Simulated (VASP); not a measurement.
Write the native input for VASP 6.6.1 that does the following.

```
Task                   : relaxation of cell and atoms
Functional             : PBEsol
Potentials or basis    : VASP PAW PBE potentials, release 64 (Rh_pv)
Cutoff                 : 500 eV
k mesh                 : 24 × 24 × 24
Occupations            : gaussian, width 0.1 eV
Spin                   : no spin polarisation
Dipole correction      : no
Further INCAR settings : ALGO = Normal; EDIFF = 1e-07; IBRION = 2; EDIFFG = -0.01; NSW = 100; ISIF = 3
```

The structure of Rh lies in POSCAR:

```
Rh
1.0
   -2.3642085841      2.3642085841      1.3393843337
    2.3642085841     -2.3642085841      1.3393843337
    2.3642085841      2.3642085841     -1.3393843337
Rh
2
Direct
    0.0000000000      0.0000000000      0.0000000000
    0.7500000000      0.2500000000      0.5000000000
```

These files were run (other wordings do the same):

INCAR

```
SYSTEM = Rh
  PREC = Accurate
  ENCUT = 500
  EDIFF = 1E-7
  ISMEAR = 0
  SIGMA = 0.1
  LREAL = .False.
  LASPH = .True.
  NELM = 120
  ALGO = Normal
  ISIF = 3
  LWAVE = .False.
  LCHARG = .False.
  GGA = PS
  IBRION = 2
  NSW = 100
  EDIFFG = -0.01
  GGA_COMPAT = .False.
  NELMIN = 4
```

KPOINTS

```
regular mesh
0
Gamma
  24 24 24
  0 0 0
```

Potentials or basis: VASP PAW PBE potentials, release 64 (Rh_pv).

The run is started by

```bash
$ cat potpaw_PBE.64/Rh_pv/POTCAR > POTCAR
$ mpirun -np 1 vasp_std > vasp.out
```

Results of the run:

The relaxed volume is 14.97 Å³/atom. The relaxed cell is a = 3.600 Å, b = 3.600 Å, c = 3.600 Å, α = 97.98°, β = 97.98°, γ = 136.24° and the space group after relaxing (to 0.1 Å) is I4_1/amd (No. 141). The energy gained by relaxing is 0.1 meV/atom, the ionic steps are 5 and the pressure after relaxing is 0.0 GPa. The band gap on the k mesh is zero (bands 15 and 16 overlap by 2.15 eV).

Caveat: the PAW data sets were made with another functional, which shifts forces and pressure a little.

Wall time 41 min on 1 thread of Oxide Virtual Turin-like Processor (shared host), peak memory 0.51 GiB.
